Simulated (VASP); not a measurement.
# TiO2 (P4_2/mnm) in VASP: further runs, part 2 of 2

VASP 6.6.1. The steps go on from the part before.

## (4) Single point, PBE (10.62 Å³/atom)

This run uses another cell than the first one, of 10.62 Å³/atom.

Contents of INCAR:

```
PREC = Accurate
ENCUT = 520
EDIFF = 1E-6
ISMEAR = -1
SIGMA = 0.05
LREAL = False
LASPH = True
NELM = 80
ALGO = Normal
ISIF = 2
LWAVE = False
LCHARG = False
GGA = PE
NBANDS = 33
```

Contents of KPOINTS:

```
Automatic mesh
0
Gamma
  7 7 10
```

Contents of POSCAR:

```
TiO2
1.0
    4.6244247277      0.0000000000      0.0000000000
    0.0000000000      4.6244247277      0.0000000000
    0.0000000000      0.0000000000      2.9785965976
Ti O
2 4
Direct
    0.0000000000      0.0000000000      0.0000000000
    0.5000000000      0.5000000000      0.5000000000
    0.3060000000      0.3060000000      0.0000000000
    0.1940000000      0.8060000000      0.5000000000
    0.6940000000      0.6940000000      0.0000000000
    0.8060000000      0.1940000000      0.5000000000
```

Potentials or basis: VASP PAW PBE potentials, release 64 (Ti_sv, O).

Command:

```console
$ cat potpaw_PBE.64/Ti_sv/POTCAR potpaw_PBE.64/O/POTCAR > POTCAR
$ mpirun -np 1 vasp_std > vasp.out
```

OUTCAR:

```text
PREC = Accurate
   ENCUT = 520
   EDIFF = 1E-6
   ISMEAR = -1
   LREAL = False
   LASPH = True
   NELM = 80
   ISIF = 2
   GGA = PE

 ion  position               nearest neighbor table
   1  0.000  0.000  0.000-   4 1.96   6 1.96   4 1.96   6 1.96   5 2.00   3 2.00
   2  0.500  0.500  0.500-   3 1.96   5 1.96   3 1.96   5 1.96   4 2.00   6 2.00
   3  0.306  0.306  0.000-   2 1.96   2 1.96   1 2.00
   4  0.194  0.806  0.500-   1 1.96   1 1.96   2 2.00
   5  0.694  0.694  0.000-   2 1.96   2 1.96   1 2.00
   6  0.806  0.194  0.500-   1 1.96   1 1.96   2 2.00

  LATTYP: Found a simple tetragonal cell.
 ALAT       =     4.6244247277
 C/A-ratio  =     0.6441010013

  Lattice vectors:

 A1 = (   4.6244247277,   0.0000000000,   0.0000000000)
 A2 = (   0.0000000000,   4.6244247277,   0.0000000000)
 A3 = (   0.0000000000,   0.0000000000,   2.9785965976)

Analysis of symmetry for initial positions (statically):
=====================================================================
 Subroutine PRICEL returns:
 Original cell was already a primitive cell.

 Routine SETGRP: Setting up the symmetry group for a
[... 182 lines left out ...]
 fundamental gap:      1.8596112878
 Fermi energy:         5.5251352681

 k-point     1 :       0.0000    0.0000    0.0000
  band No.  band energies     occupation
      1     -52.3352      2.00000
      2     -52.3199      2.00000
      3     -28.6261      2.00000
      4     -28.6261      2.00000
      5     -28.4722      2.00000
      6     -28.4722      2.00000
[... 853 lines left out ...]
     32       9.8927      0.00000
     33      10.7911      0.00000

 [... further k-points ...]

------------------------ aborting loop because EDIFF is reached ----------------------------------------

  FORCE on cell =-STRESS in cart. coord.  units (eV):
  Direction    XX          YY          ZZ          XY          YZ          ZX
  --------------------------------------------------------------------------------------
  -------------------------------------------------------------------------------------
  Total        0.7423571      0.7423571      0.0342425      0.0000000      0.0000000      0.0000000
  in kB       18.6722367     18.6722367      0.8612887      0.0000000      0.0000000      0.0000000
  external PRESSURE =      12.7352540 kB  Pullay stress =       0.0000000 kB

 VOLUME and BASIS-vectors are now :
 -----------------------------------------------------------------------------
  energy-cutoff  :      520.00
  volume of cell :       63.70
      direct lattice vectors                 reciprocal lattice vectors
     4.624424728  0.000000000  0.000000000     0.216243113  0.000000000  0.000000000
     0.000000000  4.624424728  0.000000000     0.000000000  0.216243113  0.000000000
     0.000000000  0.000000000  2.978596598     0.000000000  0.000000000  0.335728578

 POSITION                                       TOTAL-FORCE (eV/Angst)
 -----------------------------------------------------------------------------------
      0.00000      0.00000      0.00000         0.000000     -0.000000      0.000000
      2.31221      2.31221      1.48930         0.000000     -0.000000      0.000000
      1.41507      1.41507      0.00000        -0.109796     -0.109796     -0.000000
      0.89714      3.72729      1.48930         0.109796     -0.109796     -0.000000
      3.20935      3.20935      0.00000         0.109796      0.109796      0.000000
      3.72729      0.89714      1.48930        -0.109796      0.109796      0.000000
 -----------------------------------------------------------------------------------
    total drift:                               -0.000000      0.000000      0.000000

  FREE ENERGIE OF THE ION-ELECTRON SYSTEM (eV)
  ---------------------------------------------------
  free  energy   TOTEN  =       -53.6707552704 eV

  energy  without entropy=      -53.6707552698  energy(sigma->0) =      -53.67075527
```

Run time: 2.5 min. Hardware: 1 thread of Intel Xeon 8259CL, shared host; peak memory 0.24 GiB.

Results:

```yaml
Free_energy: -53.6708 eV
Pressure: 1.3 GPa
Largest_force: 0.155 eV/Å
Band_gap_on_the_k_mesh: 1.86 eV
```

Forces on the atoms (eV/Å):
```
Ti   0.000  0.000  0.000
Ti   0.000  0.000  0.000
O   -0.110 -0.110  0.000
O    0.110 -0.110  0.000
O    0.110  0.110  0.000
O   -0.110  0.110  0.000
```

Levels at points of the mesh, in eV from the valence-band top:
| k point | band 20 | band 21 | band 22 | band 23 | band 24 | band 25 | band 26 | band 27 | band 28 | band 29 |
| --- | --- | --- | --- | --- | --- | --- | --- | --- | --- | --- |
| (0.00, 0.00, 0.00) | -1.94 | -0.69 | -0.42 | -0.42 | 0.00 | 1.86 | 2.18 | 2.38 | 2.45 | 2.45 |
| (0.00, 0.00, 0.50) | -2.68 | -2.26 | -2.26 | -1.40 | -1.40 | 2.88 | 2.88 | 3.08 | 3.08 | 3.61 |

Caveat: an odd mesh through Γ misses points on the zone boundary, where band edges can lie.

## (5) Summary

| cell | gap on the mesh (eV) | pressure (GPa) | largest force (eV/Å) |
| --- | --- | --- | --- |
| a = 4.532, b = 4.532, c = 2.919 Å, 6 atoms | 2.01 | 17.3 | 0.50 |
| a = 4.579, b = 4.579, c = 2.949 Å, 6 atoms | 1.93 | 8.6 | 0.32 |
| a = 4.624, b = 4.624, c = 2.979 Å, 6 atoms | 1.86 | 1.3 | 0.16 |

Alike in all rows: task single point; level PBE; potentials or basis VASP PAW PBE potentials, release 64 (Ti_sv, O); no spin polarisation; k mesh 7 × 7 × 10; cutoff (eV) 520; smearing fermi-dirac 0.05 eV.

Caveats: an odd mesh through Γ misses points on the zone boundary, where band edges can lie; the cell stands under pressure (at least some runs).

Total energies depend on the potentials used, so only differences within one code and one set of settings carry meaning.
